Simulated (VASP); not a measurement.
A run of VASP 6.6.1 is set up as follows.

Contents of INCAR:

```
SYSTEM = Se
ALGO = Normal ; EDIFF = 1E-6
ENCUT = 520 ; GGA = PS
ISIF = 2 ; ISMEAR = -1
LASPH = .TRUE. ; LCHARG = .FALSE.
LREAL = .FALSE. ; LWAVE = .FALSE.
NBANDS = 13 ; NELM = 80
PREC = Accurate ; SIGMA = 0.1
```

The input KPOINTS:

```
k-points
0
G
  14 14 8
  0 0 0
```

POSCAR

```
Se
1.0
    3.2709069151      0.0000000000      0.0000000000
   -1.6354534576      2.8326884818      0.0000000000
    0.0000000000      0.0000000000      3.8050428559
Se
2
Direct
    0.3333333333      0.6666666667      0.2500000000
    0.6666666667      0.3333333333      0.7500000000
```

Potentials or basis: VASP PAW PBE potentials, release 64 (Se).

The run is started by

```sh
$ cat potpaw_PBE.64/Se/POTCAR > POTCAR
$ mpirun -np 1 vasp_std > vasp.out
```

(1) What does it give for the band gap on the k mesh?

(2) Predict the pressure.

## Answers

(1) zero (bands 6 and 7 overlap by 3.47 eV).

(2) 16.5 GPa.

Caveat: the cell stands under pressure; the PAW data sets were made with another functional, which shifts forces and pressure a little.
